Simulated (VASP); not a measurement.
MoS2: single point with PBE

MoS2:

```
Mo S
1.0
     1.59215    0.91923    6.48210
    -1.59215    0.91923    6.48210
     0.00000   -1.83846    6.48210
Mo S
1 2
Cartesian
  0.0000 0.0000 19.4419
  0.0000 0.0000 8.0300
  0.0000 0.0000 4.9257
```

* Program: VASP 6.6.1
* Task: single point
* Functional: PBE
* Potentials or basis: VASP PAW PBE potentials, release 64 (Mo_sv, S)
* Cutoff: 520 eV
* k mesh: 6 × 6 × 6
* Occupations: gaussian, width 0.1 eV
* Spin: collinear spin, ferromagnetic start
* Starting moments: [1.0, 0.0, 0.0] μB
* Dipole correction: no
* Further INCAR settings: ALGO = Normal; EDIFF = 1e-07; NBANDS = 24

```
Pressure                                              : 1.2 GPa
Largest force                                         : 0.151 eV/Å
Band gap on the k mesh                                : 1.09 eV, indirect (least direct gap 1.66 eV)
Net moment                                            : 0.00 μB per cell
Valence electrons inside the program's atomic spheres : Mo 12.45; S 3.71
```

Forces in eV/Å, atoms in the order of the input:
```
Mo   0.000  0.000 -0.002
S    0.000  0.000  0.151
S    0.000  0.000 -0.150
```

Stress tensor (GPa, compression positive):
```
0.75 0.00 0.00
0.00 0.75 0.00
0.00 0.00 2.22
```

Levels at points of the mesh, in eV from the valence-band top:
Spin up:
| k point | band 10 | band 11 | band 12 | band 13 | band 14 | band 15 | band 16 | band 17 |
| --- | --- | --- | --- | --- | --- | --- | --- | --- |
| (0.00, 0.00, 0.00) | -2.10 | -2.10 | -1.41 | -0.88 | 2.19 | 2.19 | 2.52 | 2.52 |
| (0.50, 0.00, 0.00) | -3.76 | -2.23 | -1.51 | -1.24 | 1.70 | 2.16 | 3.53 | 3.68 |
| (0.50, 0.50, 0.00) | -3.73 | -2.60 | -1.61 | -1.12 | 1.68 | 2.24 | 3.19 | 3.91 |
| (0.50, 0.50, 0.50) | -3.02 | -2.08 | -2.08 | 0.00 | 2.24 | 2.24 | 2.45 | 2.45 |
Spin down:
| k point | band 9 | band 10 | band 11 | band 12 | band 13 | band 14 | band 15 | band 16 | band 17 | band 18 |
| --- | --- | --- | --- | --- | --- | --- | --- | --- | --- | --- |
| (0.00, 0.00, 0.00) | -3.20 | -2.10 | -2.10 | -1.41 | -0.88 | 2.19 | 2.19 | 2.52 | 2.52 | 5.55 |
| (0.50, 0.00, 0.00) | -4.74 | -3.76 | -2.23 | -1.51 | -1.24 | 1.70 | 2.16 | 3.53 | 3.68 | 5.41 |
| (0.50, 0.50, 0.00) | -4.54 | -3.73 | -2.60 | -1.61 | -1.12 | 1.68 | 2.24 | 3.19 | 3.91 | 6.04 |
| (0.50, 0.50, 0.50) | -3.21 | -3.02 | -2.08 | -2.08 | 0.00 | 2.24 | 2.24 | 2.45 | 2.45 | 5.72 |

Run time: 5.1 min on 1 thread of AMD EPYC 9R45 96-Core Processor (Zen 5), with other jobs on the host, peak memory 0.42 GiB.

A k mesh can miss the band edges. PBE gaps usually lie below the measured ones, often by a third to a half.
